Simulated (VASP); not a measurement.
SnS2: single point with PBEsol

The system is SnS2.

```
Sn S
1.0
     3.63900    0.00000    0.00000
    -1.81950    3.15147    0.00000
     0.00000    0.00000    5.86800
Sn S
1 2
Cartesian
  0.0000 0.0000 0.0000
  0.0000 2.1010 1.4670
  1.8195 1.0505 4.4010
```

| Item | Value |
| --- | --- |
| Program | VASP 6.6.1 |
| Task | single point |
| Functional | PBEsol |
| Potentials or basis | VASP PAW PBE potentials, release 64 (Sn_d, S) |
| Cutoff | 500 eV |
| k mesh | 5 × 5 × 3 |
| Occupations | gaussian, width 0.01 eV |
| Spin | no spin polarisation |
| Dipole correction | no |
| Further INCAR settings | ALGO = Normal; EDIFF = 1e-06; NBANDS = 20 |

| Quantity | Value |
| --- | --- |
| Pressure | 1.2 GPa |
| Largest force | 0.070 eV/Å |
| Band gap on the k mesh | 1.38 eV (least direct gap 1.90 eV) |

Forces in eV/Å, atoms in the order of the input:
```
Sn   0.000  0.000  0.000
S    0.000  0.000  0.070
S    0.000  0.000 -0.070
```

Stress tensor (GPa, compression positive):
```
1.22 0.00 0.00
0.00 1.22 0.00
0.00 0.00 1.13
```

Levels at points of the mesh, in eV from the valence-band top:
| k point | band 10 | band 11 | band 12 | band 13 | band 14 | band 15 | band 16 | band 17 |
| --- | --- | --- | --- | --- | --- | --- | --- | --- |
| (0.00, 0.00, 0.00) | -0.65 | -0.37 | -0.37 | 0.00 | 1.90 | 3.52 | 5.37 | 5.37 |

Run time: 16 s on 1 thread of AMD EPYC 7R13 Processor (Zen 3) (shared host), peak memory 0.15 GiB.

Caveat: the PAW data sets were made with another functional, which shifts forces and pressure a little; spin-orbit coupling is left out, which moves the levels of the heavy elements; an odd mesh through Γ misses points on the zone boundary, where band edges can lie; this functional lacks dispersion, which binds the layers, so the pressure and a relaxed spacing across them are unreliable.
